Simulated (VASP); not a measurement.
# AlN (P6_3mc) in VASP: notebook, part 2 of 2

VASP 6.6.1.

### Step 4. Single point, r2SCAN (biaxial strain in the a-b plane: +4.5 %)

Contents of POSCAR:

```
AlN
1.0
    3.2464984212      0.0000000000      0.0000000000
   -1.6232492106      2.8115501061      0.0000000000
    0.0000000000      0.0000000000      4.8441524372
Al N
2 2
Direct
    0.6666666667      0.3333333333      0.4950593552
    0.3333333333      0.6666666667      0.9950593552
    0.6666666667      0.3333333333      0.8849406448
    0.3333333333      0.6666666667      0.3849406448
```

Contents of INCAR.step1:

```
SYSTEM = AlN
ALGO = Normal
EDIFF = 1E-4
ENCUT = 520
GGA = PE
ISMEAR = 0
LASPH = .TRUE.
LCHARG = .FALSE.
LREAL = .FALSE.
LWAVE = .TRUE.
NBANDS = 16
NELM = 80
PREC = Accurate
SIGMA = 0.02
```

Contents of INCAR.step2:

```
SYSTEM = AlN
ALGO = Normal
EDIFF = 1E-7
ENCUT = 520
ISIF = 2
ISMEAR = 0
ISTART = 1
LASPH = .TRUE.
LCHARG = .FALSE.
LMIXTAU = .TRUE.
LREAL = .FALSE.
LWAVE = .FALSE.
METAGGA = R2SCAN
NBANDS = 16
NELM = 80
PREC = Accurate
SIGMA = 0.02
```

Contents of KPOINTS:

```
k-points
0
G
  12 12 6
  0 0 0
```

Potentials or basis: VASP PAW PBE potentials, release 64 (Al, N).

The run is started by

```console
$ cat potpaw_PBE.64/Al/POTCAR potpaw_PBE.64/N/POTCAR > POTCAR
$ cp INCAR.step1 INCAR
$ mpirun -np 1 vasp_std > vasp.out
$ cp INCAR.step2 INCAR
$ mpirun -np 1 vasp_std > vasp.out
```

OUTCAR:

```text
SYSTEM = AlN
   EDIFF = 1E-7
   ENCUT = 520
   ISIF = 2
   ISMEAR = 0
   ISTART = 1
   LASPH = .TRUE.
   LREAL = .FALSE.
   METAGGA = R2SCAN
   NELM = 80
   PREC = Accurate

 ion  position               nearest neighbor table
   1  0.667  0.333  0.495-   3 1.89   4 1.95   4 1.95   4 1.95   2 3.06   2 3.06   2 3.06   2 3.06
                             2 3.06   2 3.06
   2  0.333  0.667  0.995-   4 1.89   3 1.95   3 1.95   3 1.95   1 3.06   1 3.06   1 3.06   1 3.06
                             1 3.06   1 3.06
   3  0.667  0.333  0.885-   1 1.89   2 1.95   2 1.95   2 1.95
   4  0.333  0.667  0.385-   2 1.89   1 1.95   1 1.95   1 1.95

  LATTYP: Found a hexagonal cell.
 ALAT       =     3.2464984212
 C/A-ratio  =     1.4921160613

  Lattice vectors:

 A1 = (   3.2464984212,   0.0000000000,   0.0000000000)
 A2 = (  -1.6232492106,   2.8115501061,   0.0000000000)
 A3 = (   0.0000000000,   0.0000000000,   4.8441524372)

Analysis of symmetry for initial positions (statically):
=====================================================================
 Subroutine PRICEL returns:
 Original cell was already a primitive cell.

 Routine SETGRP: Setting up the symmetry group for a
 hexagonal supercell.

 Subroutine GETGRP returns: Found 12 space group operations
 (whereof  6 operations were pure point group operations)
 out of a pool of 24 trial point group operations.

The static configuration has the point symmetry C_3v.
 The point group associated with its full space group is C_6v.

Analysis of symmetry for dynamics (positions and initial velocities):
=====================================================================
 Subroutine PRICEL returns:
 Original cell was already a primitive cell.

 Routine SETGRP: Setting up the symmetry group for a
 hexagonal supercell.

 Subroutine GETGRP returns: Found 12 space group operations
 (whereof  6 operations were pure point group operations)
 out of a pool of 24 trial point group operations.
[... 121 lines left out ...]
   ISMEAR =     0;   SIGMA  =   0.02  broadening in eV -4-tet -1-fermi 0-gaus
   EFERMI_NEDOS =   21; number of points for ismear=-14 and -15
   IALGO  =     38    algorithm
   IMIX   =      4    mixing-type and parameters
     AMIX     =   0.40;   BMIX     =  1.00
     AMIX_MAG =   1.60;   BMIX_MAG =  1.00
  volume/ion in A,a.u.               =      11.05        74.60
  Fermi-wavevector in a.u.,A,eV,Ry     =   1.166600  2.204554 18.516917  1.360955
  Thomas-Fermi vector in A             =   2.303111
   LORBIT       =      0    0 simple, 1 ext, 2 COOP (PROOUT), +10 PAW based schemes
   METAGGA = R2SCAN    functional components
   LHFCALC =     F    Hartree Fock is set to
   AEXX    =    0.0000 exact exchange contribution
   IVDW    =     0    specifies the selected vdW correction
   LEPSILON=     F    determine dielectric tensor
   LRPA    =     F    only Hartree local field effects (RPA)
 non-spin polarized calculation
 Gauss-broadening in eV      SIGMA  =   0.02
  energy-cutoff  :      520.00
  volume of cell :       44.22
 maximum number of plane-waves:      1212
   NGX = 13   NGY = 13   NGZ = 19

 number of electron      16.0000002 magnetization

 Free energy of the ion-electron system (eV)
  ---------------------------------------------------
  ext. energy  EPLUGINS =         0.00000000
  ---------------------------------------------------
  free energy    TOTEN  =       -38.21705900 eV

  energy without entropy =      -38.21705900  energy(sigma->0) =      -38.21705900

 E-fermi :   5.7639     XC(G=0): -11.1467

 val. band max:        5.6698006674   @ k =   0.0000   0.0000   0.0000
 cond. band min:       9.7173934761   @ k =   0.0000   0.0000   0.0000
 fundamental gap:      4.0475928087
 Fermi energy:         5.7639243781

 k-point     1 :       0.0000    0.0000    0.0000
  band No.  band energies     occupation
      1     -10.2704      2.00000
      2      -8.0370      2.00000
      3      -0.2159      2.00000
      4       4.1954      2.00000
      5       4.1954      2.00000
      6       5.0624      2.00000
[... 433 lines left out ...]
      3       0.5358      2.00000
      4       1.6081      2.00000
      5       2.2587      2.00000
      6       3.3349      2.00000
[... 8 lines left out ...]
     15      18.4510      0.00000
     16      19.6642      0.00000

 [... further k-points ...]
[... 5 lines left out ...]
  --------------------------------------------------------------------------------------
  -------------------------------------------------------------------------------------
  Total       -5.2937070     -5.2937070      0.4392165      0.0000000      0.0000000      0.0000000
  in kB     -191.8190137   -191.8190137     15.9151365      0.0000000      0.0000000      0.0000000
  external PRESSURE =    -122.5742969 kB  Pullay stress =       0.0000000 kB

 VOLUME and BASIS-vectors are now :
 -----------------------------------------------------------------------------
  energy-cutoff  :      520.00
  volume of cell :       44.22
      direct lattice vectors                 reciprocal lattice vectors
     3.246498421  0.000000000  0.000000000     0.308024176  0.177837841  0.000000000
    -1.623249211  2.811550106  0.000000000     0.000000000  0.355675681  0.000000000
     0.000000000  0.000000000  4.844152437     0.000000000  0.000000000  0.206434462

 POSITION                                       TOTAL-FORCE (eV/Angst)
 -----------------------------------------------------------------------------------
      1.62325      0.93718      2.39814         0.000000     -0.000000     -0.247383
     -0.00000      1.87437      4.82022        -0.000000      0.000000     -0.247383
      1.62325      0.93718      4.28679         0.000000      0.000000      0.247383
     -0.00000      1.87437      1.86471         0.000000      0.000000      0.247383
 -----------------------------------------------------------------------------------
    total drift:                                0.000000      0.000000     -0.013312

  FREE ENERGIE OF THE ION-ELECTRON SYSTEM (eV)
  ---------------------------------------------------
  free  energy   TOTEN  =       -38.2170589982 eV

  energy  without entropy=      -38.2170589982  energy(sigma->0) =      -38.21705900
```

Wall time 65 s (1 thread of Intel Xeon 6975P-C (Granite Rapids), shared host); peak memory 0.17 GiB.

Results:

* Free energy: -38.2171 eV
* Pressure: -12.3 GPa
* Largest force: 0.247 eV/Å
* Band gap on the k mesh: 4.05 eV, direct

Forces on the atoms (eV/Å):
```
Al   0.000  0.000 -0.247
Al   0.000  0.000 -0.247
N    0.000  0.000  0.247
N    0.000  0.000  0.247
```

Stress tensor (GPa, compression positive):
```
-19.18   0.00   0.00
  0.00 -19.18   0.00
  0.00   0.00   1.59
```

Caveat: the cell differs from its parent crystal (biaxial strain in the a-b plane: +4.5 %); the PAW data sets were made with another functional, which shifts forces and pressure a little. A k mesh can miss the band edges.

### Step 5. Single point, r2SCAN (biaxial strain in the a-b plane: -4.5 %, then relaxed in part)

Contents of POSCAR:

```
AlN
1.0
    2.9668956864      0.0000000000      0.0000000000
   -1.4834478432      2.5694070348      0.0000000000
    0.0000000000      0.0000000000      5.0908338596
Al N
2 2
Direct
    0.6666666667      0.3333333333      0.5052198461
    0.3333333333      0.6666666667      1.0052198461
    0.6666666667      0.3333333333      0.8747801539
    0.3333333333      0.6666666667      0.3747801539
```

Contents of INCAR.step1:

```
SYSTEM = AlN
PREC = Accurate
ENCUT = 520
ISMEAR = 0
SIGMA = 0.02
LREAL = .FALSE.
LASPH = .TRUE.
NELM = 80
NBANDS = 16
GGA = PE
ALGO = Normal
EDIFF = 1E-4
LWAVE = .TRUE.
LCHARG = .FALSE.
```

Contents of INCAR.step2:

```
SYSTEM = AlN
PREC = Accurate
ENCUT = 520
EDIFF = 1E-7
ISMEAR = 0
SIGMA = 0.02
LREAL = .FALSE.
LASPH = .TRUE.
NELM = 80
ALGO = Normal
ISIF = 2
LWAVE = .FALSE.
LCHARG = .FALSE.
METAGGA = R2SCAN
LMIXTAU = .TRUE.
NBANDS = 16
ISTART = 1
```

Contents of KPOINTS:

```
regular mesh
0
G
  12 12 6
  0 0 0
```

Potentials or basis: VASP PAW PBE potentials, release 64 (Al, N).

The run is started by

```console
$ cat potpaw_PBE.64/Al/POTCAR potpaw_PBE.64/N/POTCAR > POTCAR
$ cp INCAR.step1 INCAR
$ mpirun -np 1 vasp_std > vasp.out
$ cp INCAR.step2 INCAR
$ mpirun -np 1 vasp_std > vasp.out
```

OUTCAR:

```text
SYSTEM = AlN
   PREC = Accurate
   ENCUT = 520
   EDIFF = 1E-7
   ISMEAR = 0
   LREAL = .FALSE.
   LASPH = .TRUE.
   NELM = 80
   ISIF = 2
   METAGGA = R2SCAN
   ISTART = 1

 ion  position               nearest neighbor table
   1  0.667  0.333  0.505-   4 1.84   4 1.84   4 1.84   3 1.88   2 3.07   2 3.07   2 3.07   2 3.07
                             2 3.07   2 3.07
   2  0.333  0.667  0.005-   3 1.84   3 1.84   3 1.84   4 1.88   1 3.07   1 3.07   1 3.07   1 3.07
                             1 3.07   1 3.07
   3  0.667  0.333  0.875-   2 1.84   2 1.84   2 1.84   1 1.88
   4  0.333  0.667  0.375-   1 1.84   1 1.84   1 1.84   2 1.88

  LATTYP: Found a hexagonal cell.
 ALAT       =     2.9668956864
 C/A-ratio  =     1.7158789515

  Lattice vectors:

 A1 = (   2.9668956864,   0.0000000000,   0.0000000000)
 A2 = (  -1.4834478432,   2.5694070348,   0.0000000000)
 A3 = (   0.0000000000,   0.0000000000,   5.0908338596)

Analysis of symmetry for initial positions (statically):
=====================================================================
 Subroutine PRICEL returns:
 Original cell was already a primitive cell.

 Routine SETGRP: Setting up the symmetry group for a
 hexagonal supercell.

 Subroutine GETGRP returns: Found 12 space group operations
 (whereof  6 operations were pure point group operations)
 out of a pool of 24 trial point group operations.

The static configuration has the point symmetry C_3v.
 The point group associated with its full space group is C_6v.

Analysis of symmetry for dynamics (positions and initial velocities):
=====================================================================
 Subroutine PRICEL returns:
 Original cell was already a primitive cell.

 Routine SETGRP: Setting up the symmetry group for a
 hexagonal supercell.

 Subroutine GETGRP returns: Found 12 space group operations
 (whereof  6 operations were pure point group operations)
 out of a pool of 24 trial point group operations.
[... 122 lines left out ...]
   EFERMI_NEDOS =   21; number of points for ismear=-14 and -15
   IALGO  =     38    algorithm
   IMIX   =      4    mixing-type and parameters
     AMIX     =   0.40;   BMIX     =  1.00
     AMIX_MAG =   1.60;   BMIX_MAG =  1.00
  volume/ion in A,a.u.               =       9.70        65.47
  Fermi-wavevector in a.u.,A,eV,Ry     =   1.218447  2.302532 20.199401  1.484614
  Thomas-Fermi vector in A             =   2.353734
   LORBIT       =      0    0 simple, 1 ext, 2 COOP (PROOUT), +10 PAW based schemes
   METAGGA = R2SCAN    functional components
   LHFCALC =     F    Hartree Fock is set to
   AEXX    =    0.0000 exact exchange contribution
   IVDW    =     0    specifies the selected vdW correction
   LEPSILON=     F    determine dielectric tensor
   LRPA    =     F    only Hartree local field effects (RPA)
 non-spin polarized calculation
 Gauss-broadening in eV      SIGMA  =   0.02
  energy-cutoff  :      520.00
  volume of cell :       38.81
 maximum number of plane-waves:      1075
 NGX is ok and might be reduce to    24
   NGX = 11   NGY = 11   NGZ = 19

 number of electron      16.0000005 magnetization

 Free energy of the ion-electron system (eV)
  ---------------------------------------------------
  ext. energy  EPLUGINS =         0.00000000
  ---------------------------------------------------
  free energy    TOTEN  =       -38.17190987 eV

  energy without entropy =      -38.17190987  energy(sigma->0) =      -38.17190987

 E-fermi :   6.7662     XC(G=0): -11.7409

 val. band max:        6.6000431720   @ k =   0.0000   0.0000   0.0000
 cond. band min:      11.9003620939   @ k =   0.3333   0.3333   0.0000
 fundamental gap:      5.3003189218
 Fermi energy:         6.7661656710

 k-point     1 :       0.0000    0.0000    0.0000
  band No.  band energies     occupation
      1      -9.7957      2.00000
      2      -7.7466      2.00000
      3      -0.0592      2.00000
      4       6.1108      2.00000
      5       6.1108      2.00000
      6       6.1143      2.00000
[... 433 lines left out ...]
      3       1.4611      2.00000
      4       2.3803      2.00000
      5       2.9878      2.00000
      6       5.0954      2.00000
[... 8 lines left out ...]
     15      20.6561      0.00000
     16      23.2043      0.00000

 [... further k-points ...]
[... 5 lines left out ...]
  --------------------------------------------------------------------------------------
  -------------------------------------------------------------------------------------
  Total        6.3154717      6.3154717     -0.1214298      0.0000000     -0.0000000     -0.0000000
  in kB      260.7307590    260.7307590     -5.0131617      0.0000000     -0.0000000     -0.0000000
  external PRESSURE =     172.1494521 kB  Pullay stress =       0.0000000 kB

 VOLUME and BASIS-vectors are now :
 -----------------------------------------------------------------------------
  energy-cutoff  :      520.00
  volume of cell :       38.81
      direct lattice vectors                 reciprocal lattice vectors
     2.966895686  0.000000000  0.000000000     0.337052632  0.194597428  0.000000000
    -1.483447843  2.569407035  0.000000000     0.000000000  0.389194856  0.000000000
     0.000000000  0.000000000  5.090833860     0.000000000  0.000000000  0.196431474

 POSITION                                       TOTAL-FORCE (eV/Angst)
 -----------------------------------------------------------------------------------
      1.48345      0.85647      2.57199         0.000000      0.000000      0.006802
     -0.00000      1.71294      0.02657        -0.000000     -0.000000      0.006802
      1.48345      0.85647      4.45336        -0.000000      0.000000     -0.006802
     -0.00000      1.71294      1.90794        -0.000000     -0.000000     -0.006802
 -----------------------------------------------------------------------------------
    total drift:                               -0.000000      0.000000     -0.005498

  FREE ENERGIE OF THE ION-ELECTRON SYSTEM (eV)
  ---------------------------------------------------
  free  energy   TOTEN  =       -38.1719098661 eV

  energy  without entropy=      -38.1719098661  energy(sigma->0) =      -38.17190987
```

OUTCAR.step1:

```text
SYSTEM = AlN
   PREC = Accurate
   ENCUT = 520
   ISMEAR = 0
   LREAL = .FALSE.
   LASPH = .TRUE.
   NELM = 80
[... 689 lines left out ...]
     -0.00000      1.71294      0.02657        -0.000000     -0.000000      0.057038
      1.48345      0.85647      4.45336        -0.000000      0.000000     -0.057038
     -0.00000      1.71294      1.90794         0.000000     -0.000000     -0.057038
 -----------------------------------------------------------------------------------
    total drift:                               -0.000000      0.000000     -0.001240

  FREE ENERGIE OF THE ION-ELECTRON SYSTEM (eV)
  ---------------------------------------------------
  free  energy   TOTEN  =       -29.4114774344 eV

  energy  without entropy=      -29.4114774344  energy(sigma->0) =      -29.41147743
```

Run time: 2.9 min. Hardware: 1 thread of Intel Xeon Platinum 8488C (Sapphire Rapids), shared host; peak memory 0.18 GiB.

Results:

| Property | Result |
| --- | --- |
| Free energy | -38.1719 eV |
| Pressure | 17.2 GPa |
| Largest force | 0.007 eV/Å |
| Band gap on the k mesh | 5.30 eV, indirect (least direct gap 5.38 eV) |

Forces on the atoms (eV/Å):
```
Al   0.000  0.000  0.007
Al   0.000  0.000  0.007
N    0.000  0.000 -0.007
N    0.000  0.000 -0.007
```

Levels at points of the mesh, in eV from the valence-band top:
```
           k point  band 6  band 7  band 8  band 9  band 10  band 11
(0.00, 0.00, 0.00)   -0.49    0.00    0.00    5.38     8.89    11.71
(0.50, 0.00, 0.00)   -2.01   -1.84   -0.65    6.02     7.13     9.75
(0.00, 0.00, 0.50)   -0.25   -0.25   -0.25    8.09     8.09    11.60
(0.50, 0.00, 0.50)   -1.74   -1.30   -1.30    5.92     5.92    10.62
```

Caveat: the cell differs from its parent crystal (biaxial strain in the a-b plane: -4.5 %, then relaxed in part); the PAW data sets were made with another functional, which shifts forces and pressure a little.

### Step 6. Overview

```csv
cell,gap on the mesh (eV),pressure (GPa),largest force (eV/Å)
"a = 3.246, b = 3.246, c = 4.835 Å, angles 90.0, 90.0, 120.0°, 4 atoms",3.98,-12.5,-
"a = 3.246, b = 3.246, c = 4.844 Å, angles 90.0, 90.0, 120.0°, 4 atoms",4.05,-12.3,0.25
"a = 2.967, b = 2.967, c = 5.091 Å, angles 90.0, 90.0, 120.0°, 4 atoms",5.30,17.2,0.01
```

Alike in all rows: task single point; level r2SCAN; potentials or basis VASP PAW PBE potentials, release 64 (Al, N); no spin polarisation; k mesh 12 × 12 × 6; cutoff (eV) 520; smearing gaussian 0.02 eV.

Caveats: the PAW data sets were made with another functional, which shifts forces and pressure a little.

Total energies depend on the potentials used, so only differences within one code and one set of settings carry meaning.
